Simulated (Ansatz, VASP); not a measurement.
## Ba2CuSO2: VASP beside Ansatz

File INCAR:

```
PREC = Accurate ; ENCUT = 520
EDIFF = 1E-6 ; ISMEAR = -1
SIGMA = 0.1 ; LREAL = F
LASPH = T ; NELM = 60
ALGO = Normal ; ISIF = 2
LWAVE = F ; LCHARG = F
GGA = PS ; IVDW = 12
NBANDS = 34
```

Contents of KPOINTS:

```
regular mesh
0
Gamma
  6 6 3
```

POSCAR

```
Ba2CuSO2
1.0
    3.8285112072      0.0000000000      0.0000000000
    0.0000000000      3.8285112072      0.0000000000
    0.0000000000      0.0000000000      7.0913847592
Ba Cu S O
2 1 1 2
Direct
    0.5000000000      0.5000000000      0.7574590000
    0.5000000000      0.5000000000      0.2425410000
    0.0000000000      0.0000000000      0.5000000000
    0.0000000000      0.0000000000      0.0000000000
    0.0000000000      0.5000000000      0.5000000000
    0.5000000000      0.0000000000      0.5000000000
```

Input for Ansatz:

```yaml
crystal:
  lattice:
    - [3.8285112072041905, 0.0, 0.0]
    - [0.0, 3.8285112072041905, 0.0]
    - [0.0, 0.0, 7.091384759158434]
  atoms:
    - { symbol: Ba, position: [0.5, 0.5, 0.757459] }
    - { symbol: Ba, position: [0.5, 0.5, 0.242541] }
    - { symbol: Cu, position: [0.0, 0.0, 0.5] }
    - { symbol: S, position: [0.0, 0.0, 0.0] }
    - { symbol: O, position: [0.0, 0.5, 0.5] }
    - { symbol: O, position: [0.5, 0.0, 0.5] }
basis:
  ecutwfc: 557.833418042754
kpoints:
  mp_grid:
    grid: [6, 6, 3]
hamiltonian:
  xc: pbesol
  dispersion: d3bj
scf:
  occupations:
    method: fermi_dirac
    width: 0.1
output:
  stress: true
```

Alike in both runs: task single point; functional PBEsol; dispersion D3(BJ); k mesh 6 × 6 × 3; occupations fermi-dirac, width 0.1 eV; no spin polarisation.

|  | VASP | Ansatz |
| --- | --- | --- |
| version | VASP 6.6.1 | Ansatz 0.2.0 |
| potentials or method | VASP PAW PBE potentials, release 64 (Ba_sv, Cu, S, O), cutoff 520 eV | plane waves, PAW |
| valence electrons in the cell | 49 | 57 |

```csv
,VASP,Ansatz,Ansatz less VASP
pressure (GPa),6.4,4.2,-2.18
"traceless stress, the component that is largest in VASP (GPa)",-1.58,-1.78,-0.195
```

VASP's potentials were made for PBE, not for PBEsol. VASP's potentials hold 49 valence electrons a cell and Ansatz's 57, so a difference there can come from the potentials and not from the codes.

Spin-orbit coupling is off throughout.
